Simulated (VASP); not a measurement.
# NaCl (Pm-3m) in VASP: settings compared

The runs below take NaCl through electric field gradients, with r2SCAN, PBE.

All numbers are computed with VASP 6.6.1; they aren't measurements. Logs are shortened: lines on timing, memory, paths and dates and some standing lists are left out, and cuts for length are marked.

## Step 1: The cell of the first run

Symmetry: Pm-3m, No. 221, cubic system. The conventional cell has a = 2.860 Å, b = 2.860 Å, c = 2.860 Å, α = 90.00°, β = 90.00°, γ = 90.00°. Na (site symmetry m-3m) has 8 Cl at 2.48 Å and 6 Na at 2.86 Å within 3.3 Å. Cl (site symmetry m-3m) has 8 Na at 2.48 Å and 6 Cl at 2.86 Å within 3.3 Å.

## Step 2: Electric field gradients, r2SCAN, non-collinear spin, zero start, spin-orbit coupling

POSCAR reads:

```
NaCl
1.0
    2.8600000000      0.0000000000      0.0000000000
    0.0000000000      2.8600000000      0.0000000000
    0.0000000000      0.0000000000      2.8600000000
Na Cl
1 1
Direct
    0.0000000000      0.0000000000      0.0000000000
    0.5000000000      0.5000000000      0.5000000000
```

INCAR.step1 reads:

```
ALGO = Normal ; EDIFF = 1E-4
ENCUT = 520 ; GGA = PE
GGA_COMPAT = False ; ISMEAR = -1
LASPH = True ; LCHARG = False
LREAL = False ; LSORBIT = True
LWAVE = True ; MAGMOM = 0 0 0 0 0 0
NBANDS = 26 ; NELM = 150
PREC = Accurate ; SIGMA = 0.03
```

INCAR.step2 reads:

```
ALGO = Normal ; EDIFF = 1E-8
ENCUT = 520 ; GGA_COMPAT = False
ISIF = 2 ; ISMEAR = -1
ISTART = 1 ; LASPH = True
LCHARG = False ; LEFG = True
LMIXTAU = True ; LORBIT = 11
LORBMOM = True ; LREAL = False
LSORBIT = True ; LWAVE = False
MAGMOM = 0 0 0 0 0 0 ; METAGGA = R2SCAN
NBANDS = 26 ; NELM = 150
PREC = Accurate ; SIGMA = 0.03
```

KPOINTS reads:

```
Automatic mesh
0
Gamma
  9 9 9
  0.5 0.5 0.5
```

Potentials or basis: VASP PAW PBE potentials, release 64 (Na_pv, Cl).

Command:

```sh
$ cat potpaw_PBE.64/Na_pv/POTCAR potpaw_PBE.64/Cl/POTCAR > POTCAR
$ cp INCAR.step1 INCAR
$ mpirun -np 1 vasp_ncl > vasp.out
$ cp INCAR.step2 INCAR
$ mpirun -np 1 vasp_ncl > vasp.out
```

OUTCAR:

```text
EDIFF = 1E-8
   ENCUT = 520
   ISIF = 2
   ISMEAR = -1
   ISTART = 1
   LASPH = True
   LORBIT = 11
   LREAL = False
   LSORBIT = True
   METAGGA = R2SCAN
   NELM = 150
   PREC = Accurate

 ion  position               nearest neighbor table
   1  0.000  0.000  0.000-   2 2.48   2 2.48   2 2.48   2 2.48   2 2.48   2 2.48   2 2.48   2 2.48

   2  0.500  0.500  0.500-   1 2.48   1 2.48   1 2.48   1 2.48   1 2.48   1 2.48   1 2.48   1 2.48

  LATTYP: Found a simple cubic cell.
 ALAT       =     2.8600000000

  Lattice vectors:

 A1 = (   2.8600000000,   0.0000000000,   0.0000000000)
 A2 = (   0.0000000000,   2.8600000000,   0.0000000000)
 A3 = (   0.0000000000,   0.0000000000,   2.8600000000)

Analysis of symmetry for initial positions (statically):
=====================================================================
 Subroutine PRICEL returns:
 Original cell was already a primitive cell.

 Routine SETGRP: Setting up the symmetry group for a
 simple cubic supercell.

 Subroutine GETGRP returns: Found 48 space group operations
 (whereof 48 operations were pure point group operations)
 out of a pool of 48 trial point group operations.

The static configuration has the point symmetry O_h .

Analysis of symmetry for dynamics (positions and initial velocities):
=====================================================================
 Subroutine PRICEL returns:
 Original cell was already a primitive cell.

 Routine SETGRP: Setting up the symmetry group for a
 simple cubic supercell.

 Subroutine GETGRP returns: Found 48 space group operations
 (whereof 48 operations were pure point group operations)
 out of a pool of 48 trial point group operations.

The dynamic configuration has the point symmetry O_h .

Analysis of structural, dynamic, and magnetic symmetry:
=====================================================================
 Subroutine PRICEL returns:
 Original cell was already a primitive cell.

 Routine SETGRP: Setting up the symmetry group for a
 simple cubic supercell.

 Subroutine GETGRP returns: Found 48 space group operations
 (whereof 48 operations were pure point group operations)
 out of a pool of 48 trial point group operations.

The overall configuration has the point symmetry O_h .

 Subroutine INISYM returns: Found 48 space group operations
 (whereof 48 operations are pure point group operations),
 and found     1 'primitive' translations

----------------------------------------------------------------------------------------

                                     Primitive cell

  volume of cell :      23.3937

  direct lattice vectors                    reciprocal lattice vectors
     2.860000000  0.000000000  0.000000000     0.349650350  0.000000000  0.000000000
     0.000000000  2.860000000  0.000000000     0.000000000  0.349650350  0.000000000
     0.000000000  0.000000000  2.860000000     0.000000000  0.000000000  0.349650350

  length of vectors
     2.860000000  2.860000000  2.860000000     0.349650350  0.349650350  0.349650350

  position of ions in fractional coordinates (direct lattice)
     0.000000000  0.000000000  0.000000000
     0.500000000  0.500000000  0.500000000

  ion indices of the primitive-cell ions
   primitive index   ion index
                 1           1
                 2           2

----------------------------------------------------------------------------------------

 KPOINTS: Automatic mesh

Automatic generation of k-mesh.
 Grid dimensions read from file:
 generate k-points for:    9    9    9

 Generating k-lattice:

  Cartesian coordinates                     Fractional coordinates (reciprocal lattice)
     0.038850039  0.000000000  0.000000000     0.111111111  0.000000000  0.000000000
[... 823 lines left out ...]
  Total        9.2547878      9.2547878      9.2547878      0.0000000      0.0000000     -0.0000000
  in kB      633.8389882    633.8389882    633.8389882      0.0000000      0.0000000     -0.0000000
  external PRESSURE =     633.8389882 kB  Pullay stress =       0.0000000 kB

 VOLUME and BASIS-vectors are now :
 -----------------------------------------------------------------------------
  energy-cutoff  :      520.00
  volume of cell :       23.39
      direct lattice vectors                 reciprocal lattice vectors
     2.860000000  0.000000000  0.000000000     0.349650350  0.000000000  0.000000000
     0.000000000  2.860000000  0.000000000     0.000000000  0.349650350  0.000000000
     0.000000000  0.000000000  2.860000000     0.000000000  0.000000000  0.349650350

 POSITION                                       TOTAL-FORCE (eV/Angst)
 -----------------------------------------------------------------------------------
      0.00000      0.00000      0.00000         0.000000      0.000000      0.000000
      1.43000      1.43000      1.43000         0.000000      0.000000      0.000000
 -----------------------------------------------------------------------------------
    total drift:                                0.000000     -0.000000     -0.000000

  FREE ENERGIE OF THE ION-ELECTRON SYSTEM (eV)
  ---------------------------------------------------
  free  energy   TOTEN  =       -11.4104182224 eV

  energy  without entropy=      -11.4104182224  energy(sigma->0) =      -11.41041822

 Electric field gradients (V/A^2)
---------------------------------------------------------------------
 ion       V_xx      V_yy      V_zz      V_xy      V_xz      V_yz
---------------------------------------------------------------------
   1      -0.000    -0.000     0.000    -0.000     0.000     0.000
   2      -0.000    -0.000     0.000    -0.000    -0.000     0.000
---------------------------------------------------------------------

 Electric field gradients after diagonalization (V/A^2)
 (convention: |V_zz| > |V_xx| > |V_yy|)
----------------------------------------------------------------------
 ion       V_xx      V_yy      V_zz     asymmetry (V_yy - V_xx)/ V_zz
----------------------------------------------------------------------
   1      -0.000    -0.000     0.000       0.021
   2       0.000    -0.000    -0.000       1.050
----------------------------------------------------------------------

           NMR quadrupolar parameters

 Cq : quadrupolar parameter    Cq=e*Q*V_zz/h
 eta: asymmetry parameters     (V_yy - V_xx)/ V_zz
 Q  : nuclear electric quadrupole moment in mb (millibarn)
----------------------------------------------------------------------
 ion       Cq(MHz)       eta       Q (mb)
----------------------------------------------------------------------
   1       0.000       0.021       1.000
   2      -0.000       1.050       1.000
----------------------------------------------------------------------

 orbital moment (x)

 # of ion     p       tot
 --------------------------------
  1        -0.000  -0.000
  2         0.000   0.000
 --------------------------------
           -0.000  -0.000

 orbital moment (y)

 # of ion     p       tot
 --------------------------------
  1        -0.000  -0.000
  2         0.000   0.000
 --------------------------------
            0.000   0.000

 orbital moment (z)

 # of ion     p       tot
 --------------------------------
  1        -0.000  -0.000
  2         0.000   0.000
 --------------------------------
           -0.000  -0.000

 Spin-Orbit-Coupling matrix elements

 Ion:    1  E_soc:     -0.0006907
 l=   1
     0.0000000    -0.0001151    -0.0001151
    -0.0001151     0.0000000    -0.0001151
    -0.0001151    -0.0001151     0.0000000
 l=   2
     0.0000000     0.0000000     0.0000000     0.0000000     0.0000000
     0.0000000     0.0000000     0.0000000     0.0000000     0.0000000
     0.0000000     0.0000000     0.0000000     0.0000000     0.0000000
     0.0000000     0.0000000     0.0000000     0.0000000     0.0000000
     0.0000000     0.0000000     0.0000000     0.0000000     0.0000000
 l=   3
     0.0000000     0.0000000     0.0000000     0.0000000     0.0000000     0.0000000     0.0000000
     0.0000000     0.0000000     0.0000000     0.0000000     0.0000000     0.0000000     0.0000000
     0.0000000     0.0000000     0.0000000     0.0000000     0.0000000     0.0000000     0.0000000
     0.0000000     0.0000000     0.0000000     0.0000000     0.0000000     0.0000000     0.0000000
     0.0000000     0.0000000     0.0000000     0.0000000     0.0000000     0.0000000     0.0000000
     0.0000000     0.0000000     0.0000000     0.0000000     0.0000000     0.0000000     0.0000000
     0.0000000     0.0000000     0.0000000     0.0000000     0.0000000     0.0000000     0.0000000

 Ion:    2  E_soc:     -0.0025331
 l=   1
     0.0000000    -0.0004222    -0.0004222
    -0.0004222     0.0000000    -0.0004222
    -0.0004222    -0.0004222     0.0000000
 l=   2
     0.0000000     0.0000000     0.0000000     0.0000000     0.0000000
     0.0000000     0.0000000     0.0000000     0.0000000     0.0000000
     0.0000000     0.0000000     0.0000000     0.0000000     0.0000000
     0.0000000     0.0000000     0.0000000     0.0000000     0.0000000
     0.0000000     0.0000000     0.0000000     0.0000000     0.0000000
 l=   3
     0.0000000     0.0000000     0.0000000     0.0000000     0.0000000     0.0000000     0.0000000
     0.0000000     0.0000000     0.0000000     0.0000000     0.0000000     0.0000000     0.0000000
     0.0000000     0.0000000     0.0000000     0.0000000     0.0000000     0.0000000     0.0000000
     0.0000000     0.0000000     0.0000000     0.0000000     0.0000000     0.0000000     0.0000000
     0.0000000     0.0000000     0.0000000     0.0000000     0.0000000     0.0000000     0.0000000
     0.0000000     0.0000000     0.0000000     0.0000000     0.0000000     0.0000000     0.0000000
     0.0000000     0.0000000     0.0000000     0.0000000     0.0000000     0.0000000     0.0000000

 total charge

# of ion       s       p       d       tot
------------------------------------------
    1        0.090   6.050   0.000   6.140
    2        1.623   3.821   0.000   5.444
--------------------------------------------------
tot          1.714   9.870   0.000  11.584

 magnetization (x)

# of ion       s       p       d       tot
------------------------------------------
    1       -0.000   0.000   0.000  -0.000
    2       -0.000   0.000   0.000  -0.000
--------------------------------------------------
tot         -0.000   0.000   0.000  -0.000

 magnetization (y)

# of ion       s       p       d       tot
------------------------------------------
    1       -0.000  -0.000   0.000  -0.000
    2        0.000   0.000   0.000   0.000
--------------------------------------------------
tot          0.000  -0.000   0.000  -0.000

 magnetization (z)

# of ion       s       p       d       tot
------------------------------------------
    1        0.000  -0.000   0.000   0.000
    2        0.000   0.000   0.000   0.000
--------------------------------------------------
tot          0.000  -0.000   0.000   0.000
```

Run time: 1.8 min. Hardware: 1 thread of Intel Xeon Platinum 8488C (Sapphire Rapids), shared host; peak memory 0.22 GiB.

Results:

| Item | Value |
| --- | --- |
| Free energy | -11.4104 eV |
| Pressure | 63.4 GPa |
| Net moment | 0.00 μB per cell |
| Valence electrons inside the program's atomic spheres | Na 6.14; Cl 5.44 |

Moments on the atoms (μB; x, y, z):
```
Na  0.00 0.00 0.00
Cl  0.00 0.00 0.00
```

Caveat: without QUAD_EFG the Cq values of the log hold for a quadrupole moment of 1 mb, not for the nuclei; the PAW data sets were made with another functional, which shifts forces and pressure a little.

## Step 3: Electric field gradients, PBE (volume scaled by 0.9405)

INCAR reads:

```
PREC     = Accurate       # precision mode
ENCUT    = 520            # plane-wave cutoff, eV
EDIFF    = 1E-8           # SCF threshold, eV
ISMEAR   = -1             # smearing method
SIGMA    = 0.03           # smearing width, eV
LREAL    = False          # projectors in reciprocal space
LASPH    = True           # aspherical terms in the spheres
NELM     = 80             # most SCF steps
ALGO     = Normal         # electronic algorithm
ISIF     = 2              # what is computed and relaxed
LWAVE    = False          # write WAVECAR
LCHARG   = False          # write CHGCAR
GGA      = PE             # functional
LEFG     = True         
NBANDS   = 14             # bands
```

KPOINTS reads:

```
regular mesh
0
Gamma
  9 9 9
```

POSCAR reads:

```
NaCl
1.0
    2.8021129234      0.0000000000      0.0000000000
    0.0000000000      2.8021129234      0.0000000000
    0.0000000000      0.0000000000      2.8021129234
Na Cl
1 1
Direct
    0.0000000000      0.0000000000      0.0000000000
    0.5000000000      0.5000000000      0.5000000000
```

Potentials or basis: VASP PAW PBE potentials, release 64 (Na_pv, Cl).

Command:

```sh
$ cat potpaw_PBE.64/Na_pv/POTCAR potpaw_PBE.64/Cl/POTCAR > POTCAR
$ mpirun -np 1 vasp_std > vasp.out
```

OUTCAR:

```text
PREC = Accurate
   ENCUT = 520
   EDIFF = 1E-8
   ISMEAR = -1
   LREAL = False
   LASPH = True
   NELM = 80
   ISIF = 2
   GGA = PE

 ion  position               nearest neighbor table
   1  0.000  0.000  0.000-   2 2.43   2 2.43   2 2.43   2 2.43   2 2.43   2 2.43   2 2.43   2 2.43

   2  0.500  0.500  0.500-   1 2.43   1 2.43   1 2.43   1 2.43   1 2.43   1 2.43   1 2.43   1 2.43

  LATTYP: Found a simple cubic cell.
 ALAT       =     2.8021129234

  Lattice vectors:

 A1 = (   2.8021129234,   0.0000000000,   0.0000000000)
 A2 = (   0.0000000000,   2.8021129234,   0.0000000000)
 A3 = (   0.0000000000,   0.0000000000,   2.8021129234)

Analysis of symmetry for initial positions (statically):
=====================================================================
 Subroutine PRICEL returns:
 Original cell was already a primitive cell.

[... 598 lines left out ...]
  energy-cutoff  :      520.00
  volume of cell :       22.00
      direct lattice vectors                 reciprocal lattice vectors
     2.802112923  0.000000000  0.000000000     0.356873555  0.000000000  0.000000000
     0.000000000  2.802112923  0.000000000     0.000000000  0.356873555  0.000000000
     0.000000000  0.000000000  2.802112923     0.000000000  0.000000000  0.356873555

 POSITION                                       TOTAL-FORCE (eV/Angst)
 -----------------------------------------------------------------------------------
      0.00000      0.00000      0.00000         0.000000      0.000000      0.000000
      1.40106      1.40106      1.40106         0.000000      0.000000      0.000000
 -----------------------------------------------------------------------------------
    total drift:                                0.000000     -0.000000     -0.000000

  FREE ENERGIE OF THE ION-ELECTRON SYSTEM (eV)
  ---------------------------------------------------
  free  energy   TOTEN  =        -3.5607984583 eV

  energy  without entropy=       -3.5607984583  energy(sigma->0) =       -3.56079846

 Electric field gradients (V/A^2)
---------------------------------------------------------------------
 ion       V_xx      V_yy      V_zz      V_xy      V_xz      V_yz
---------------------------------------------------------------------
   1      -0.000    -0.000    -0.000    -0.000     0.000     0.000
   2      -0.000    -0.000    -0.000    -0.000     0.000     0.000
---------------------------------------------------------------------

 Electric field gradients after diagonalization (V/A^2)
 (convention: |V_zz| > |V_xx| > |V_yy|)
----------------------------------------------------------------------
 ion       V_xx      V_yy      V_zz     asymmetry (V_yy - V_xx)/ V_zz
----------------------------------------------------------------------
   1      -0.000    -0.000    -0.000      -0.356
   2      -0.000    -0.000    -0.000      -0.351
----------------------------------------------------------------------

           NMR quadrupolar parameters

 Cq : quadrupolar parameter    Cq=e*Q*V_zz/h
 eta: asymmetry parameters     (V_yy - V_xx)/ V_zz
 Q  : nuclear electric quadrupole moment in mb (millibarn)
----------------------------------------------------------------------
 ion       Cq(MHz)       eta       Q (mb)
----------------------------------------------------------------------
   1      -0.000      -0.356       1.000
   2      -0.000      -0.351       1.000
----------------------------------------------------------------------
```

Run time: 7 s. Hardware: 1 thread of AMD EPYC 9R45 (Zen 5), shared host; peak memory 0.1 GiB.

What came out:

- Free energy: -3.5608 eV
- Pressure: 82.5 GPa
- Band gap on the k mesh: 4.53 eV, direct

Caveat: without QUAD_EFG the Cq values of the log hold for a quadrupole moment of 1 mb, not for the nuclei. A k mesh can miss the band edges.

[end of part 1 of 2]
